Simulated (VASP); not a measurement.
# Y in VASP: a series of runs

Y is run at these levels: PBE; tasks: single point.

Program: VASP 6.6.1. These are calculated values, not measurements. Logs are shortened: lines on timing, memory, paths and dates and some standing lists are left out, and cuts for length are marked.

### Step 1. The cell of the first run

The typed cell holds 4 atoms: a = 3.326 Å, b = 3.326 Å, c = 12.113 Å, α = 90.00°, β = 90.00°, γ = 90.00°.

The cell was built from a structure type or drawn by symmetry, and may not be a known phase.

### Step 2. Single point, PBE

File INCAR:

```
PREC = Accurate
ENCUT = 520
EDIFF = 1E-7
ISMEAR = 0
SIGMA = 0.1
LREAL = F
LASPH = T
NELM = 100
ALGO = Normal
ISIF = 2
LWAVE = F
LCHARG = T
GGA = PE
LELF = T
LVHAR = T
NBANDS = 30
```

File KPOINTS:

```
regular mesh
0
Gamma
  4 4 2
```

File POSCAR:

```
Y
1.0
    3.3258584642      0.0000000000      0.0000000000
    0.0000000000      3.3260487385      0.0000000000
    0.0000000000      0.0000000000     12.1126046377
Y
4
Direct
    0.0000000000      0.2501288577      0.8750095442
    0.0000000000      0.7498711423      0.1249904558
    0.5000000000      0.2501288577      0.6249904558
    0.5000000000      0.7498711423      0.3750095442
```

Potentials or basis: VASP PAW PBE potentials, release 64 (Y_sv).

Command:

```
cat potpaw_PBE.64/Y_sv/POTCAR > POTCAR
mpirun -np 1 vasp_std > vasp.out
```

OUTCAR:

```text
PREC = Accurate
   ENCUT = 520
   EDIFF = 1E-7
   ISMEAR = 0
   LREAL = F
   LASPH = T
   NELM = 100
   ISIF = 2
   GGA = PE

 ion  position               nearest neighbor table
   1  0.000  0.250  0.875-   2 3.45   3 3.45   3 3.45   2 3.45
   2  0.000  0.750  0.125-   1 3.45   4 3.45   4 3.45   1 3.45
   3  0.500  0.250  0.625-   4 3.45   1 3.45   1 3.45   4 3.45
   4  0.500  0.750  0.375-   3 3.45   2 3.45   2 3.45   3 3.45

  LATTYP: Found a simple orthorhombic cell.
 ALAT       =     3.3258584642
 B/A-ratio  =     1.0000572106
 C/A-ratio  =     3.6419483174

  Lattice vectors:

 A1 = (   3.3258584642,   0.0000000000,   0.0000000000)
 A2 = (   0.0000000000,   3.3260487385,   0.0000000000)
 A3 = (   0.0000000000,   0.0000000000,  12.1126046377)

Analysis of symmetry for initial positions (statically):
=====================================================================
 Subroutine PRICEL returns:
 Original cell was already a primitive cell.

 Routine SETGRP: Setting up the symmetry group for a
 simple orthorhombic supercell.

 Subroutine GETGRP returns: Found  8 space group operations
 (whereof  4 operations were pure point group operations)
 out of a pool of  8 trial point group operations.

The static configuration has the point symmetry C_2h.
 The point group associated with its full space group is D_2h.

Analysis of symmetry for dynamics (positions and initial velocities):
=====================================================================
 Subroutine PRICEL returns:
 Original cell was already a primitive cell.

 Routine SETGRP: Setting up the symmetry group for a
 simple orthorhombic supercell.

 Subroutine GETGRP returns: Found  8 space group operations
 (whereof  4 operations were pure point group operations)
 out of a pool of  8 trial point group operations.

The dynamic configuration has the point symmetry C_2h.
 The point group associated with its full space group is D_2h.

 Subroutine INISYM returns: Found  8 space group operations
 (whereof  4 operations are pure point group operations),
 and found     1 'primitive' translations

----------------------------------------------------------------------------------------

                                     Primitive cell

  volume of cell :     133.9892

  direct lattice vectors                    reciprocal lattice vectors
     3.325858464  0.000000000  0.000000000     0.300674250  0.000000000  0.000000000
     0.000000000  3.326048738  0.000000000     0.000000000  0.300657049  0.000000000
     0.000000000  0.000000000 12.112604638     0.000000000  0.000000000  0.082558626

  length of vectors
     3.325858464  3.326048738 12.112604638     0.300674250  0.300657049  0.082558626

  position of ions in fractional coordinates (direct lattice)
     0.000000000  0.250128858  0.875009544
     0.000000000  0.749871142  0.124990456
     0.500000000  0.250128858  0.624990456
     0.500000000  0.749871142  0.375009544

  ion indices of the primitive-cell ions
   primitive index   ion index
                 1           1
                 2           2
                 3           3
                 4           4

----------------------------------------------------------------------------------------

 KPOINTS: regular mesh

Automatic generation of k-mesh.
 Grid dimensions read from file:
 generate k-points for:    4    4    2

 Generating k-lattice:

  Cartesian coordinates                     Fractional coordinates (reciprocal lattice)
     0.075168563  0.000000000  0.000000000     0.250000000  0.000000000  0.000000000
     0.000000000  0.075164262  0.000000000     0.000000000  0.250000000  0.000000000
     0.000000000  0.000000000  0.041279313     0.000000000  0.000000000  0.500000000

  Length of vectors
     0.075168563  0.075164262  0.041279313

  Shift w.r.t. Gamma in fractional coordinates (k-lattice)
     0.000000000  0.000000000  0.000000000

 Subroutine IBZKPT returns following result:
 ===========================================

 Found     18 irreducible k-points:

 Following reciprocal coordinates:
            Coordinates               Weight
  0.000000  0.000000  0.000000      1.000000
  0.250000  0.000000  0.000000      2.000000
  0.500000  0.000000  0.000000      1.000000
  0.000000  0.250000  0.000000      2.000000
  0.250000  0.250000  0.000000      4.000000
  0.500000  0.250000  0.000000      2.000000
[... 10 lines left out ...]
  0.250000  0.500000  0.500000      2.000000
  0.500000  0.500000  0.500000      1.000000
   k-points           NKPTS =     18   k-points in BZ     NKDIM =     18   number of bands    NBANDS=     30
   number of dos      NEDOS =    301   number of ions     NIONS =      4
   total plane-waves  NPLWV =  70560
   dimension x,y,z NGX =    28 NGY =   28 NGZ =   90
   dimension x,y,z NGXF=    56 NGYF=   56 NGZF=  180
   ions per type =               4
   NGX,Y,Z   is equivalent  to a cutoff of  14.00, 14.00, 12.35 a.u.
   NGXF,Y,Z  is equivalent  to a cutoff of  27.99, 27.99, 24.71 a.u.
 SYSTEM =  unknown system
   PREC   = accura    normal or accurate (medium, high low for compatibility)
   ISTART =      0    job   : 0-new  1-cont  2-samecut
   ICHARG =      2    charge: 1-file 2-atom 10-const
   ISPIN  =      1    spin polarized calculation?
   LNONCOLLINEAR =      F non collinear calculations
   LSORBIT =      F    spin-orbit coupling
   LASPH  =      T    aspherical Exc in radial PAW
   ENCUT  =  520.0 eV  38.22 Ry    6.18 a.u.   6.18  6.18 22.52*2*pi/ulx,y,z
   NELM   =    100;   NELMIN=  2; NELMDL= -5     # of ELM steps
   EDIFF  = 0.1E-06   stopping-criterion for ELM
   LREAL  =      F    real-space projection
   EDIFFG = 0.1E-05   stopping-criterion for IOM
   NSW    =      0    number of steps for IOM
   IBRION =     -1    ionic relax: 0-MD 1-quasi-New 2-CG
   NFREE  =      0    steps in history (QN), initial steepest desc. (CG)
   ISIF   =      2    stress and relaxation
   ISYM   =      2    0-nonsym 1-usesym 2-fastsym
   POTIM  = 0.5000    time-step for ionic-motion
   TEBEG  =    0.0;   TEEND  =   0.0 temperature during run
   PSTRESS=    0.0 pullay stress
   NELECT =      44.0000    total number of electrons
   NUPDOWN=      -1.0000    fix difference up-down
   EMIN   =  10.00;   EMAX   =-10.00  energy-range for DOS
   EFERMI =   0.00;   METHOD = LEGACY
   ISMEAR =     0;   SIGMA  =   0.10  broadening in eV -4-tet -1-fermi 0-gaus
   EFERMI_NEDOS =   21; number of points for ismear=-14 and -15
   IALGO  =     38    algorithm
   IMIX   =      4    mixing-type and parameters
     AMIX     =   0.40;   BMIX     =  1.00
     AMIX_MAG =   1.60;   BMIX_MAG =  1.00
  volume/ion in A,a.u.               =      33.50       226.05
  Fermi-wavevector in a.u.,A,eV,Ry     =   1.129455  2.134361 17.356537  1.275669
  Thomas-Fermi vector in A             =   2.266149
   LORBIT       =      0    0 simple, 1 ext, 2 COOP (PROOUT), +10 PAW based schemes
   GGA     = PE    functional components
   LHFCALC =     F    Hartree Fock is set to
   AEXX    =    0.0000 exact exchange contribution
   IVDW    =     0    specifies the selected vdW correction
   LEPSILON=     F    determine dielectric tensor
   LRPA    =     F    only Hartree local field effects (RPA)
 non-spin polarized calculation
 Gauss-broadening in eV      SIGMA  =   0.10
  energy-cutoff  :      520.00
  volume of cell :      133.99
 maximum number of plane-waves:      3632
 NGX is ok and might be reduce to    28
   NGX = 13   NGY = 13   NGZ = 45

 number of electron      44.0000002 magnetization

 Free energy of the ion-electron system (eV)
  ---------------------------------------------------
  ext. energy  EPLUGINS =         0.00000000
  ---------------------------------------------------
  free energy    TOTEN  =       -24.17526092 eV

  energy without entropy =      -24.13883970  energy(sigma->0) =      -24.15705031

 E-fermi :   2.8349     XC(G=0):  -9.3238

 val. band max:        2.8303352912   @ k =   0.2500   0.0000   0.0000
 cond. band min:       3.0169223856   @ k =   0.2500   0.5000   0.5000
 fundamental gap:      0.1865870944
 Fermi energy:         2.8348508727

 k-point     1 :       0.0000    0.0000    0.0000
  band No.  band energies     occupation
      1     -39.9851      2.00000
      2     -39.9511      2.00000
      3     -39.9510      2.00000
      4     -39.9167      2.00000
      5     -20.2522      2.00000
      6     -19.9472      2.00000
[... 22 lines left out ...]
     29       5.3429      0.00000
     30       5.3438      0.00000

 k-point     2 :       0.2500    0.0000    0.0000
  band No.  band energies     occupation
      1     -39.9533      2.00000
      2     -39.9292      2.00000
      3     -39.9198      2.00000
      4     -39.8954      2.00000
      5     -20.1895      2.00000
      6     -20.0573      2.00000
[... 22 lines left out ...]
     29       5.2310      0.00000
     30       5.2473      0.00000

 k-point     3 :       0.5000    0.0000    0.0000
  band No.  band energies     occupation
      1     -39.9142      2.00000
      2     -39.9142      2.00000
      3     -39.8811      2.00000
      4     -39.8811      2.00000
      5     -20.3062      2.00000
      6     -20.3062      2.00000
[... 22 lines left out ...]
     29       5.5245      0.00000
     30       5.5245      0.00000

 k-point     4 :       0.0000    0.2500    0.0000
  band No.  band energies     occupation
      1     -39.9533      2.00000
      2     -39.9291      2.00000
      3     -39.9199      2.00000
      4     -39.8954      2.00000
      5     -20.1895      2.00000
      6     -20.0572      2.00000
[... 22 lines left out ...]
     29       5.2302      0.00000
     30       5.2463      0.00000

 k-point     5 :       0.2500    0.2500    0.0000
  band No.  band energies     occupation
      1     -39.9222      2.00000
      2     -39.8983      2.00000
      3     -39.8983      2.00000
      4     -39.8744      2.00000
      5     -20.1311      2.00000
      6     -20.0219      2.00000
[... 22 lines left out ...]
     29       5.0206      0.00000
     30       5.2144      0.00000
[... 328 lines left out ...]
     29       5.1711      0.00000
     30       5.1717      0.00000

 k-point    16 :       0.0000    0.5000    0.5000
  band No.  band energies     occupation
      1     -39.9142      2.00000
      2     -39.9142      2.00000
      3     -39.8812      2.00000
      4     -39.8812      2.00000
      5     -20.2904      2.00000
      6     -20.2904      2.00000
[... 22 lines left out ...]
     29       5.6064      0.00000
     30       5.6070      0.00000

 k-point    17 :       0.2500    0.5000    0.5000
  band No.  band energies     occupation
      1     -39.8837      2.00000
      2     -39.8837      2.00000
      3     -39.8602      2.00000
      4     -39.8602      2.00000
      5     -20.2448      2.00000
      6     -20.2448      2.00000
[... 22 lines left out ...]
     29       5.1695      0.00000
     30       5.1747      0.00000

 k-point    18 :       0.5000    0.5000    0.5000
  band No.  band energies     occupation
      1     -39.8460      2.00000
      2     -39.8460      2.00000
      3     -39.8460      2.00000
      4     -39.8460      2.00000
      5     -20.2094      2.00000
      6     -20.2094      2.00000
[... 22 lines left out ...]
     29       5.8269      0.00000
     30       5.8270      0.00000

------------------------ aborting loop because EDIFF is reached ----------------------------------------

  FORCE on cell =-STRESS in cart. coord.  units (eV):
  Direction    XX          YY          ZZ          XY          YZ          ZX
  --------------------------------------------------------------------------------------
  -------------------------------------------------------------------------------------
  Total       -0.0251182     -0.0263304     -0.0843936      0.0000000      0.0000000      0.0000000
  in kB       -0.3003508     -0.3148462     -1.0091374      0.0000000      0.0000000      0.0000000
  external PRESSURE =      -0.5414448 kB  Pullay stress =       0.0000000 kB

 VOLUME and BASIS-vectors are now :
 -----------------------------------------------------------------------------
  energy-cutoff  :      520.00
  volume of cell :      133.99
      direct lattice vectors                 reciprocal lattice vectors
     3.325858464  0.000000000  0.000000000     0.300674250  0.000000000  0.000000000
     0.000000000  3.326048738  0.000000000     0.000000000  0.300657049  0.000000000
     0.000000000  0.000000000 12.112604638     0.000000000  0.000000000  0.082558626

 POSITION                                       TOTAL-FORCE (eV/Angst)
 -----------------------------------------------------------------------------------
      0.00000      0.83194     10.59864         0.000000     -0.000688     -0.000552
      0.00000      2.49411      1.51396         0.000000      0.000688      0.000552
      1.66293      0.83194      7.57026         0.000000     -0.000688      0.000552
      1.66293      2.49411      4.54234         0.000000      0.000688     -0.000552
 -----------------------------------------------------------------------------------
    total drift:                                0.000000      0.000000     -0.000000

  FREE ENERGIE OF THE ION-ELECTRON SYSTEM (eV)
  ---------------------------------------------------
  free  energy   TOTEN  =       -24.1752609192 eV

  energy  without entropy=      -24.1388396970  energy(sigma->0) =      -24.15705031
```

It took 1.9 min on 1 thread of Intel Xeon Platinum 8375C at 2.90GHz (Ice Lake), shared host; peak memory 0.26 GiB.

What came out:

| Property | Result |
| --- | --- |
| Free energy | -24.1753 eV |
| Pressure | -0.1 GPa |
| Band gap on the k mesh | zero (bands 22 and 23 overlap by 0.56 eV) |

Levels at points of the mesh, in eV from the Fermi level:
```csv
k point,band 20,band 21,band 22,band 23,band 24,band 25
"(0.00, 0.00, 0.00)",-1.76,-0.51,-0.51,-0.08,-0.08,0.54
"(0.50, 0.00, 0.00)",-0.87,-0.73,-0.73,-0.03,-0.03,0.67
"(0.00, 0.50, 0.00)",-0.87,-0.73,-0.73,-0.03,-0.03,0.67
"(0.50, 0.50, 0.00)",-1.40,0.27,0.27,0.27,0.27,0.89
"(0.00, 0.00, 0.50)",-2.22,-0.34,-0.34,-0.25,-0.25,0.70
"(0.50, 0.00, 0.50)",-1.32,-0.45,-0.45,0.27,0.27,0.39
"(0.00, 0.50, 0.50)",-1.32,-0.45,-0.45,0.27,0.27,0.39
"(0.50, 0.50, 0.50)",-1.36,-0.04,-0.04,-0.04,-0.04,1.45
```

Caveat: the k points lie up to 0.47 Å⁻¹ apart, too coarse for converged energies and pressures of a metal.

[end of part 1 of 2]
